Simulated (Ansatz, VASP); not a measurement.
NaI in VASP and in Ansatz

```xyz
2
Lattice="0.0000 3.2364 3.2688 3.2364 0.0000 3.2688 3.2364 3.2364 0.0000" Properties=species:S:1:pos:R:3 pbc="T T T"
Na    0.0000    0.0000    0.0000
I     3.2364    3.2364    3.2688
```

Change from the starting cell: zz strain of +1 %.

Alike in both runs: task single point; functional LDA; k mesh 8 × 8 × 8; occupations fermi-dirac, width 0.02 eV; no spin polarisation.

|  | VASP | Ansatz |
| --- | --- | --- |
| version | VASP 6.6.1 | Ansatz 0.2.0 |
| potentials or method | VASP PAW LDA potentials, release 64 (Na_pv, I), cutoff 520 eV | all-electron LAPW, scalar-relativistic |

|  | VASP | Ansatz | Ansatz less VASP |
| --- | --- | --- | --- |
| gap on the k mesh at the Fermi level (eV) | 3.31 | 3.30 | -0.013 |
| pressure (GPa) | -1.7 | -1.8 | -0.01 |
| traceless stress, the component that is largest in VASP (GPa) | -0.12 | -0.12 | +0.001 |

LDA's correlation is that of Perdew and Zunger in VASP and of Perdew and Wang (1992) in Ansatz. Ansatz ran all-electron here, and VASP with PAW potentials.

Neither program's run includes spin-orbit coupling.
